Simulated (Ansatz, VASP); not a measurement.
WS2 in VASP and in Ansatz

```xyz
3
Lattice="1.5684 0.9055 6.1220 -1.5684 0.9055 6.1220 0.0000 -1.8110 6.1220" Properties=species:S:1:pos:R:3 pbc="T T T"
W     0.0000    0.0000    0.0000
S     0.0000    0.0000   13.7799
S     0.0000    0.0000   10.6706
```

Change from the starting cell: volume scaled by 0.98.

Alike in both runs: task single point; functional LDA; k mesh 13 × 13 × 13; occupations fermi-dirac, width 0.08 eV; no spin polarisation.

|  | VASP | Ansatz |
| --- | --- | --- |
| version | VASP 6.6.1 | Ansatz 0.2.0 |
| potentials or method | VASP PAW LDA potentials, release 64 (W_sv, S), cutoff 520 eV | all-electron LAPW, scalar-relativistic |

VASP gave:

| Item | Value |
| --- | --- |
| pressure (GPa) | 0.2 |
| traceless stress, the component that is largest in VASP (GPa) | 0.53 |
| rms of the force components (eV/Å) | 0.260 |

Q: Estimate Ansatz's values.

A: Pressure (GPa): -0.2; traceless stress, the component that is largest in VASP (GPa): 0.51; rms of the force components (eV/Å): 0.254.

LDA's correlation is that of Perdew and Zunger in VASP and of Perdew and Wang (1992) in Ansatz. Atom by atom the forces differ by 0.023 eV/Å (rms over components). Ansatz ran all-electron here, and VASP with PAW potentials.

Neither program's run includes spin-orbit coupling.
